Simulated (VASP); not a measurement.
Write the native input for VASP 6.6.1 that does the following.

```
Task                   : single point
Functional             : PBE
Potentials or basis    : VASP PAW PBE potentials, release 64 (Hf_pv, C)
Cutoff                 : 520 eV
k mesh                 : 8 × 8 × 6
Occupations            : gaussian, width 0.05 eV
Spin                   : no spin polarisation
Dipole correction      : no
Further INCAR settings : ALGO = Normal; EDIFF = 1e-06; NBANDS = 14
```

The structure of HfC lies in POSCAR:

```
HfC
1.0
    3.2277130762      0.0000000000      0.0000000000
   -1.6138565381      2.7952815201      0.0000000000
    0.0000000000      0.0000000000      2.9247739919
Hf C
1 1
Direct
    0.0000000000      0.0000000000      0.0000000000
    0.6666666667      0.3333333333      0.5000000000
```

These files were run (other wordings do the same):

INCAR

```
  PREC = Accurate
  ENCUT = 520
  EDIFF = 1E-6
  ISMEAR = 0
  SIGMA = 0.05
  LREAL = False
  LASPH = True
  NELM = 100
  ALGO = Normal
  ISIF = 2
  LWAVE = False
  LCHARG = True
  GGA = PE
  LELF = True
  LVHAR = True
  NBANDS = 14
```

KPOINTS

```
Automatic mesh
0
Gamma
  8 8 6
```

Potentials or basis: VASP PAW PBE potentials, release 64 (Hf_pv, C).

Run with:

```sh
$ cat potpaw_PBE.64/Hf_pv/POTCAR potpaw_PBE.64/C/POTCAR > POTCAR
$ mpirun -np 1 vasp_std > vasp.out
```

It gave:

```yaml
Pressure: -0.8 GPa
Band_gap_on_the_k_mesh: 0.14 eV (least direct gap 0.29 eV)
```

Caveat: spin-orbit coupling is left out, which moves the levels of the heavy elements.

Run time: 10 s on 1 thread of Intel Xeon 8259CL, with other jobs on the host, peak memory 0.15 GiB.
